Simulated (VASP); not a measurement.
Wanted: the native input for a VASP 6.6.1 run.

```
Task                   : single point
Functional             : LDA
Potentials or basis    : VASP PAW LDA potentials, release 64 (Pt, Se)
Cutoff                 : 520 eV
k mesh                 : 8 × 8 × 5
Occupations            : fermi-dirac, width 0.05 eV
Spin                   : no spin polarisation
Dipole correction      : no
Further INCAR settings : ALGO = Normal; EDIFF = 1e-07; NBANDS = 18
```

The structure of PtSe2 lies in POSCAR:

```
PtSe2
1.0
    3.7383356591      0.0000000000      0.0000000000
   -1.8691678296      3.2374936487      0.0000000000
    0.0000000000      0.0000000000      4.7631515266
Pt Se
1 2
Direct
    0.0000000000      0.0000000000      0.0000000000
    0.6666666667      0.3333333333      0.7346320297
    0.3333333333      0.6666666667      0.2653679703
```

The input as run:

INCAR

```
SYSTEM = PtSe2
ALGO = Normal
EDIFF = 1E-7
ENCUT = 520
ISIF = 2
ISMEAR = -1
LASPH = .True.
LCHARG = .True.
LELF = .True.
LREAL = .False.
LVHAR = .True.
LWAVE = .False.
NBANDS = 18
NELM = 80
PREC = Accurate
SIGMA = 0.05
```

KPOINTS

```
k-points
0
Gamma
  8 8 5
  0 0 0
```

Potentials or basis: VASP PAW LDA potentials, release 64 (Pt, Se).

Command:

```sh
$ cat potpaw_LDA.64/Pt/POTCAR potpaw_LDA.64/Se/POTCAR > POTCAR
$ mpirun -np 1 vasp_std > vasp.out
```

Results of the run:

* Pressure: 0.4 GPa
* Largest force: 0.056 eV/Å
* Band gap on the k mesh: zero (bands 11 and 12 overlap by 0.90 eV)

Caveat: spin-orbit coupling is left out, which moves the levels of the heavy elements.

It took 42 s on 1 thread of Intel Xeon 8259CL (shared host), peak memory 0.18 GiB.
